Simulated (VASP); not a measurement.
FeSi, 8 atoms in the cell. It takes space group P2_13 (No. 198, cubic). Conventional cell: a = 4.458 Å, b = 4.458 Å, c = 4.458 Å, α = 90.00°, β = 90.00°, γ = 90.00°. Fe (site symmetry 3) has 7 Si at 2.27 to 2.50 Å and 6 Fe at 2.73 Å within 3.0 Å. Si (site symmetry 3) has 7 Fe at 2.27 to 2.50 Å and 6 Si at 2.76 Å within 3.0 Å. 

| Property | Result |
| --- | --- |
| Program | VASP 6.6.1 |
| Task | single point |
| Functional | PBEsol |
| Potentials or basis | VASP PAW PBE potentials, release 64 (Fe, Si) |
| Cutoff | 520 eV |
| k mesh | 6 × 6 × 6 |
| Occupations | fermi-dirac, width 0.05 eV |
| Spin | collinear spin, ferromagnetic start |
| Starting moments | [3.0, 3.0, 3.0, 3.0, 0.0, 0.0, 0.0, 0.0] μB |
| Dipole correction | no |
| Further INCAR settings | ALGO = Normal; EDIFF = 1e-07; NBANDS = 38 |

Potentials or basis: VASP PAW PBE potentials, release 64 (Fe, Si).

Command:

```console
$ cat potpaw_PBE.64/Fe/POTCAR potpaw_PBE.64/Si/POTCAR > POTCAR
$ mpirun -np 1 vasp_std > vasp.out
```

Hardware: 1 thread of Intel(R) Xeon(R) 6975P-C (Granite Rapids) (shared host).

Task: Estimate the wall time of this run.

Result: Wall time 2.1 min on 1 thread of Intel(R) Xeon(R) 6975P-C (Granite Rapids) (shared host), peak memory 0.29 GiB. Counts: scf iterations 20, k points 24.
